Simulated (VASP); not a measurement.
Write the native input for VASP 6.6.1 that does the following.

| Quantity | Value |
| --- | --- |
| Task | single point |
| Functional | PBE |
| Potentials or basis | VASP PAW PBE potentials, release 64 (Hf_pv) |
| Cutoff | 520 eV |
| k mesh | 15 × 15 × 15 |
| Occupations | fermi-dirac, width 0.05 eV |
| Spin | no spin polarisation |
| Dipole correction | no |
| Further INCAR settings | ALGO = Normal; EDIFF = 1e-07; NBANDS = 11 |

The structure of Hf lies in POSCAR:

```
Hf
1.0
    2.5174017301      0.0000000000      0.0000000000
    0.0000000000      2.5174017301      0.0000000000
    0.0000000000      0.0000000000      2.5174017301
Hf
1
Direct
    0.0000000000      0.0000000000      0.0000000000
```

One way to write it, as run:

INCAR

```
SYSTEM = Hf
PREC = Accurate
ENCUT = 520
EDIFF = 1E-7
ISMEAR = -1
SIGMA = 0.05
LREAL = .False.
LASPH = .True.
NELM = 100
ALGO = Normal
ISIF = 2
LWAVE = .False.
LCHARG = .False.
GGA = PE
NBANDS = 11
```

KPOINTS

```
Automatic mesh
0
Gamma
  15 15 15
  0 0 0
```

Potentials or basis: VASP PAW PBE potentials, release 64 (Hf_pv).

The run is started by

```sh
$ cat potpaw_PBE.64/Hf_pv/POTCAR > POTCAR
$ mpirun -np 1 vasp_std > vasp.out
```

It gave:

The pressure is 72.5 GPa and the band gap on the k mesh is zero (band 5 reaches 8.16 eV, above the bottom of band 6 at 4.08 eV).

Caveat: spin-orbit coupling is left out, which moves the levels of the heavy elements.

It took 9.2 s on 1 thread of Intel Xeon 6975P-C, on a shared host, peak memory 0.14 GiB.
